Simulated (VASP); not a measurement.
# Al (Fm-3m) in VASP: notebook

Al is run at these levels: PBE+D4, PBE; tasks: single point.

Program: VASP 6.6.1. These are calculated values, not measurements. Logs are shortened: lines on timing, memory, paths and dates and some standing lists are left out, and cuts for length are marked.

## (1) The cell of the first run

It takes space group Fm-3m (No. 225, cubic). The conventional cell has a = 4.050 Å, b = 4.050 Å, c = 4.050 Å, α = 90.00°, β = 90.00°, γ = 90.00°. Within 3.8 Å of Al (site symmetry m-3m) lie 12 Al at 2.86 Å.

## (2) Single point, PBE+D4

INCAR

```
SYSTEM = Al
  ALGO = Normal
  EDIFF = 1E-6
  ENCUT = 500
  GGA = PE
  GGA_COMPAT = .False.
  ISIF = 2
  ISMEAR = -1
  IVDW = 13
  LASPH = .True.
  LCHARG = .True.
  LELF = .True.
  LREAL = .False.
  LVHAR = .True.
  LWAVE = .False.
  NBANDS = 8
  NELM = 120
  PREC = Accurate
  SIGMA = 0.15
```

KPOINTS

```
k-points
0
Gamma
  11 11 11
  0 0 0
```

POSCAR

```
Al
1.0
    0.0000000000      2.0248050000      2.0248050000
    2.0248050000      0.0000000000      2.0248050000
    2.0248050000      2.0248050000      0.0000000000
Al
1
Direct
    0.0000000000      0.0000000000      0.0000000000
```

Potentials or basis: VASP PAW PBE potentials, release 64 (Al).

Launch:

```sh
> cat potpaw_PBE.64/Al/POTCAR > POTCAR
> mpirun -np 1 vasp_std > vasp.out
```

OUTCAR:

```text
SYSTEM = Al
   EDIFF = 1E-6
   ENCUT = 500
   GGA = PE
   ISIF = 2
   ISMEAR = -1
   IVDW = 13
   LASPH = .True.
   LREAL = .False.
   NELM = 120
   PREC = Accurate

 ion  position               nearest neighbor table
   1  0.000  0.000  0.000-

  LATTYP: Found a face centered cubic cell.
 ALAT       =     4.0496100000

  Lattice vectors:

 A1 = (   0.0000000000,   2.0248050000,   2.0248050000)
 A2 = (   2.0248050000,   0.0000000000,   2.0248050000)
 A3 = (   2.0248050000,   2.0248050000,   0.0000000000)

Analysis of symmetry for initial positions (statically):
=====================================================================
 Subroutine PRICEL returns:
 Original cell was already a primitive cell.

 Routine SETGRP: Setting up the symmetry group for a
 face centered cubic supercell.

 Subroutine GETGRP returns: Found 48 space group operations
 (whereof 48 operations were pure point group operations)
 out of a pool of 48 trial point group operations.

The static configuration has the point symmetry O_h .

Analysis of symmetry for dynamics (positions and initial velocities):
=====================================================================
 Subroutine PRICEL returns:
 Original cell was already a primitive cell.

 Routine SETGRP: Setting up the symmetry group for a
 face centered cubic supercell.

 Subroutine GETGRP returns: Found 48 space group operations
 (whereof 48 operations were pure point group operations)
 out of a pool of 48 trial point group operations.

The dynamic configuration has the point symmetry O_h .

 Subroutine INISYM returns: Found 48 space group operations
 (whereof 48 operations are pure point group operations),
 and found     1 'primitive' translations

----------------------------------------------------------------------------------------

                                     Primitive cell

  volume of cell :      16.6027

  direct lattice vectors                    reciprocal lattice vectors
     0.000000000  2.024805000  2.024805000    -0.246937359  0.246937359  0.246937359
     2.024805000  0.000000000  2.024805000     0.246937359 -0.246937359  0.246937359
     2.024805000  2.024805000  0.000000000     0.246937359  0.246937359 -0.246937359

  length of vectors
     2.863506692  2.863506692  2.863506692     0.427708053  0.427708053  0.427708053

[... 78 lines left out ...]
   EDIFF  = 0.1E-05   stopping-criterion for ELM
   LREAL  =      F    real-space projection
   EDIFFG = 0.1E-04   stopping-criterion for IOM
   NSW    =      0    number of steps for IOM
   IBRION =     -1    ionic relax: 0-MD 1-quasi-New 2-CG
   NFREE  =      0    steps in history (QN), initial steepest desc. (CG)
   ISIF   =      2    stress and relaxation
   ISYM   =      2    0-nonsym 1-usesym 2-fastsym
   POTIM  = 0.5000    time-step for ionic-motion
   TEBEG  =    0.0;   TEEND  =   0.0 temperature during run
   PSTRESS=    0.0 pullay stress
   NELECT =       3.0000    total number of electrons
   NUPDOWN=      -1.0000    fix difference up-down
   EMIN   =  10.00;   EMAX   =-10.00  energy-range for DOS
   EFERMI =   0.00;   METHOD = LEGACY
   ISMEAR =    -1;   SIGMA  =   0.15  broadening in eV -4-tet -1-fermi 0-gaus
   EFERMI_NEDOS =   21; number of points for ismear=-14 and -15
   IALGO  =     38    algorithm
   IMIX   =      4    mixing-type and parameters
     AMIX     =   0.40;   BMIX     =  1.00
     AMIX_MAG =   1.60;   BMIX_MAG =  1.00
  volume/ion in A,a.u.               =      16.60       112.04
  Fermi-wavevector in a.u.,A,eV,Ry     =   0.925526  1.748991 11.654733  0.856599
  Thomas-Fermi vector in A             =   2.051390
   LORBIT       =      0    0 simple, 1 ext, 2 COOP (PROOUT), +10 PAW based schemes
   GGA     = PE    functional components
   LHFCALC =     F    Hartree Fock is set to
   AEXX    =    0.0000 exact exchange contribution
   IVDW    =    13    specifies the selected vdW correction
   LEPSILON=     F    determine dielectric tensor
   LRPA    =     F    only Hartree local field effects (RPA)
 non-spin polarized calculation
  energy-cutoff  :      500.00
  volume of cell :       16.60
 maximum number of plane-waves:       440
 NGX is ok and might be reduce to    24
   NGX = 11   NGY = 11   NGZ = 11

 number of electron       3.0000000 magnetization

 Free energy of the ion-electron system (eV)
  ---------------------------------------------------
  ext. energy  EPLUGINS =         0.00000000
  ---------------------------------------------------
  free energy    TOTEN  =        -3.76823074 eV

  energy without entropy =       -3.74134502  energy(sigma->0) =       -3.75478788

 E-fermi :   7.9682     XC(G=0): -10.1742

 val. band max:        7.9414397657   @ k =  -0.4545   0.3636   0.0000
 cond. band min:       7.9685242595   @ k =   0.4545   0.1818   0.0909
 fundamental gap:      0.0270844938
 Fermi energy:         7.9682066876

 k-point     1 :       0.0000    0.0000    0.0000
  band No.  band energies     occupation
      1      -3.1561      2.00000
      2      20.5204      0.00000
      3      20.5204      0.00000
      4      20.5204      0.00000
      5      21.9655      0.00000
      6      21.9655      0.00000
      7      21.9655      0.00000
      8      24.3560      0.00000
[... 243 lines left out ...]
 k-point    24 :      -0.1818    0.1818    0.0000
  band No.  band energies     occupation
      1      -0.7883      2.00000
      2      11.7515      0.00000
      3      13.1869      0.00000
      4      19.7510      0.00000
      5      21.7731      0.00000
      6      22.8299      0.00000
      7      23.9317      0.00000
      8      24.8739      0.00000

 [... further k-points ...]

------------------------ aborting loop because EDIFF is reached ----------------------------------------

  DFT-D4 for vdW energy calculation

  Edisp (eV):   -0.34175

  FORCE on cell =-STRESS in cart. coord.  units (eV):
  Direction    XX          YY          ZZ          XY          YZ          ZX
  --------------------------------------------------------------------------------------
  -------------------------------------------------------------------------------------
  Total      -0.37153    -0.37153    -0.37153    -0.00000     0.00000     0.00000
  in kB     -35.85282   -35.85282   -35.85282    -0.00000     0.00000     0.00000
  external pressure =      -35.85 kB  Pullay stress =        0.00 kB

 VOLUME and BASIS-vectors are now :
 -----------------------------------------------------------------------------
  energy-cutoff  :      500.00
  volume of cell :       16.60
      direct lattice vectors                 reciprocal lattice vectors
     0.000000000  2.024805000  2.024805000    -0.246937359  0.246937359  0.246937359
     2.024805000  0.000000000  2.024805000     0.246937359 -0.246937359  0.246937359
     2.024805000  2.024805000  0.000000000     0.246937359  0.246937359 -0.246937359

 POSITION                                       TOTAL-FORCE (eV/Angst)
 -----------------------------------------------------------------------------------
      0.00000      0.00000      0.00000         0.000000      0.000000      0.000000
 -----------------------------------------------------------------------------------
    total drift:                                0.000000      0.000000     -0.000000

  FREE ENERGIE OF THE ION-ELECTRON SYSTEM (eV)
  ---------------------------------------------------
  free  energy   TOTEN  =        -4.1099815525 eV

  energy  without entropy=       -4.0830958251  energy(sigma->0) =       -4.09653869
```

OSZICAR:

```text
N       E                     dE             d eps       ncg     rms          rms(c)
DAV:   1    -0.229392455329E+01   -0.22939E+01   -0.88575E+02   896   0.200E+02
DAV:   2    -0.378230278684E+01   -0.14884E+01   -0.14179E+01  1232   0.190E+01
DAV:   3    -0.379057312882E+01   -0.82703E-02   -0.82682E-02  1200   0.161E+00
DAV:   4    -0.379058916743E+01   -0.16039E-04   -0.16038E-04  1384   0.605E-02
DAV:   5    -0.379058919783E+01   -0.30399E-07   -0.30295E-07  1192   0.170E-03    0.129E+00
DAV:   6    -0.377766168271E+01    0.12928E-01   -0.16797E-03  1224   0.195E-01    0.749E-01
DAV:   7    -0.376823782418E+01    0.94239E-02   -0.50390E-03  1184   0.316E-01    0.146E-01
DAV:   8    -0.376823259910E+01    0.52251E-05   -0.13269E-05  1272   0.259E-02    0.790E-03
DAV:   9    -0.376823111026E+01    0.14888E-05   -0.83089E-07  1224   0.401E-03    0.672E-04
DAV:  10    -0.376823074428E+01    0.36598E-06   -0.35206E-09   848   0.414E-04
   1 F= -.41099816E+01 E0= -.40965387E+01  d E =-.268857E-01
```

stdout:

```text
POSCAR found type information on POSCAR Al
 POSCAR found :  1 types and       1 ions
 scaLAPACK will be used
 LDA part: xc-table for (Slater+PW92), standard interpolation
 POSCAR, INCAR and KPOINTS ok, starting setup
 FFT: planning ... GRIDC
 FFT: planning ... GRID_SOFT
 FFT: planning ... GRID
 WAVECAR not read
 entering main loop
```

It took 7.4 s on 1 thread of AMD EPYC 7R13 (Zen 3), shared host; peak memory 0.1 GiB.

What came out:

* Free energy: -4.1100 eV
* Pressure: -3.6 GPa
* Band gap on the k mesh: zero (an odd number of electrons rules out a gap without spin polarisation)
* Dispersion energy per atom: -0.342 eV

Caveat: the cell stands under tension.

## (3) Single point, PBE

INCAR

```
SYSTEM = Al
PREC     = Accurate       ! precision mode
ENCUT    = 500            ! plane-wave cutoff, eV
EDIFF    = 1E-6           ! SCF threshold, eV
ISMEAR   = -1             ! smearing method
SIGMA    = 0.15           ! smearing width, eV
LREAL    = .FALSE.        ! projectors in reciprocal space
LASPH    = .TRUE.         ! aspherical terms in the spheres
NELM     = 120            ! most SCF steps
ALGO     = Normal         ! electronic algorithm
ISIF     = 2              ! what is computed and relaxed
LWAVE    = .FALSE.        ! write WAVECAR
LCHARG   = .TRUE.         ! write CHGCAR
GGA      = PE             ! functional
LELF     = .TRUE.         ! ELF
LVHAR    = .TRUE.       
NBANDS   = 8              ! bands
GGA_COMPAT= .FALSE.
```

KPOINTS

```
regular mesh
0
G
  11 11 11
  0 0 0
```

POSCAR is that of step 2.

Potentials or basis: VASP PAW PBE potentials, release 64 (Al).

Launch:

```sh
> cat potpaw_PBE.64/Al/POTCAR > POTCAR
> mpirun -np 1 vasp_std > vasp.out
```

OUTCAR:

```text
SYSTEM = Al
   PREC = Accurate
   ENCUT = 500
   EDIFF = 1E-6
   ISMEAR = -1
   LREAL = .FALSE.
   LASPH = .TRUE.
   NELM = 120
   ISIF = 2
   GGA = PE

 ion  position               nearest neighbor table
   1  0.000  0.000  0.000-

  LATTYP: Found a face centered cubic cell.
 ALAT       =     4.0496100000

  Lattice vectors:

 A1 = (   0.0000000000,   2.0248050000,   2.0248050000)
 A2 = (   2.0248050000,   0.0000000000,   2.0248050000)
 A3 = (   2.0248050000,   2.0248050000,   0.0000000000)

Analysis of symmetry for initial positions (statically):
=====================================================================
 Subroutine PRICEL returns:
 Original cell was already a primitive cell.

 Routine SETGRP: Setting up the symmetry group for a
 face centered cubic supercell.

 Subroutine GETGRP returns: Found 48 space group operations
 (whereof 48 operations were pure point group operations)
 out of a pool of 48 trial point group operations.

The static configuration has the point symmetry O_h .

Analysis of symmetry for dynamics (positions and initial velocities):
[... 161 lines left out ...]
 fundamental gap:      0.0270844938
 Fermi energy:         7.9682066876

 k-point     1 :       0.0000    0.0000    0.0000
  band No.  band energies     occupation
      1      -3.1561      2.00000
      2      20.5204      0.00000
      3      20.5204      0.00000
      4      20.5204      0.00000
      5      21.9655      0.00000
      6      21.9655      0.00000
      7      21.9655      0.00000
      8      24.3560      0.00000
[... 243 lines left out ...]
 k-point    24 :      -0.1818    0.1818    0.0000
  band No.  band energies     occupation
      1      -0.7883      2.00000
      2      11.7515      0.00000
      3      13.1869      0.00000
      4      19.7510      0.00000
      5      21.7731      0.00000
      6      22.8299      0.00000
      7      23.9317      0.00000
      8      24.8739      0.00000

 [... further k-points ...]

------------------------ aborting loop because EDIFF is reached ----------------------------------------

  FORCE on cell =-STRESS in cart. coord.  units (eV):
  Direction    XX          YY          ZZ          XY          YZ          ZX
  --------------------------------------------------------------------------------------
  -------------------------------------------------------------------------------------
  Total       -0.0428528     -0.0428528     -0.0428528     -0.0000000     -0.0000000     -0.0000000
  in kB       -4.1353310     -4.1353310     -4.1353310     -0.0000000     -0.0000000     -0.0000000
  external PRESSURE =      -4.1353310 kB  Pullay stress =       0.0000000 kB

 VOLUME and BASIS-vectors are now :
 -----------------------------------------------------------------------------
  energy-cutoff  :      500.00
  volume of cell :       16.60
      direct lattice vectors                 reciprocal lattice vectors
     0.000000000  2.024805000  2.024805000    -0.246937359  0.246937359  0.246937359
     2.024805000  0.000000000  2.024805000     0.246937359 -0.246937359  0.246937359
     2.024805000  2.024805000  0.000000000     0.246937359  0.246937359 -0.246937359

 POSITION                                       TOTAL-FORCE (eV/Angst)
 -----------------------------------------------------------------------------------
      0.00000      0.00000      0.00000         0.000000      0.000000     -0.000000
 -----------------------------------------------------------------------------------
    total drift:                                0.000000      0.000000     -0.000000

  FREE ENERGIE OF THE ION-ELECTRON SYSTEM (eV)
  ---------------------------------------------------
  free  energy   TOTEN  =        -3.7682307443 eV

  energy  without entropy=       -3.7413450169  energy(sigma->0) =       -3.75478788
```

OSZICAR:

```text
N       E                     dE             d eps       ncg     rms          rms(c)
DAV:   1    -0.229392455329E+01   -0.22939E+01   -0.88575E+02   896   0.200E+02
DAV:   2    -0.378230278684E+01   -0.14884E+01   -0.14179E+01  1232   0.190E+01
DAV:   3    -0.379057312882E+01   -0.82703E-02   -0.82682E-02  1200   0.161E+00
DAV:   4    -0.379058916743E+01   -0.16039E-04   -0.16038E-04  1384   0.605E-02
DAV:   5    -0.379058919783E+01   -0.30399E-07   -0.30295E-07  1192   0.170E-03    0.129E+00
DAV:   6    -0.377766168271E+01    0.12928E-01   -0.16797E-03  1224   0.195E-01    0.749E-01
DAV:   7    -0.376823782418E+01    0.94239E-02   -0.50390E-03  1184   0.316E-01    0.146E-01
DAV:   8    -0.376823259910E+01    0.52251E-05   -0.13269E-05  1272   0.259E-02    0.790E-03
DAV:   9    -0.376823111026E+01    0.14888E-05   -0.83089E-07  1224   0.401E-03    0.672E-04
DAV:  10    -0.376823074428E+01    0.36598E-06   -0.35206E-09   848   0.414E-04
   1 F= -.37682307E+01 E0= -.37547879E+01  d E =-.268857E-01
```

Wall time 7.7 s (1 thread of AMD EPYC 7R13 (Zen 3), shared host); peak memory 0.1 GiB.

Results:

```
Free energy            : -3.7682 eV
Pressure               : -0.4 GPa
Band gap on the k mesh : zero (an odd number of electrons rules out a gap without spin polarisation)
```

Levels at points of the mesh, in eV from the Fermi level:
```tsv
k point	band 1	band 2	band 3	band 4
(0.00, 0.00, 0.00)	-11.12	12.55	12.55	12.55
```

The gap in the log of VASP goes by the Fermi energy; the results here count the filled bands.